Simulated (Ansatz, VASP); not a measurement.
**One calculation of SnTe, two programs**

```
Sn Te
1.0
     0.00000    3.26015    3.26015
     3.26015    0.00000    3.26015
     3.26015    3.26015    0.00000
Sn Te
1 1
Direct
  0.00000 0.00000 0.00000
  0.50000 0.50000 0.50000
```

Alike in both runs: task single point; functional PBE; k mesh 10 × 10 × 10; occupations gaussian, width 0.01 eV; no spin polarisation.

```csv
,VASP,Ansatz
version,VASP 6.6.1,Ansatz 0.2.0
potentials or method,"VASP PAW PBE potentials, release 64 (Sn_d, Te), cutoff 520 eV","scalar-relativistic, plane waves, PAW"
valence electrons in the cell,20,30
```

VASP gave:

| Property | Result |
| --- | --- |
| gap on the k mesh at the Fermi level (eV) | 0.19 |
| least direct gap on the mesh (eV) | 0.19 |
| pressure (GPa) | -1.9 |

**Question.** Estimate Ansatz's values.

**Answer.** gap on the k mesh at the Fermi level (eV): 0.19; least direct gap on the mesh (eV): 0.19; pressure (GPa): -1.8.

VASP's potentials hold 20 valence electrons a cell and Ansatz's 30, so a difference there can come from the potentials and not from the codes.

Spin-orbit coupling is off throughout.
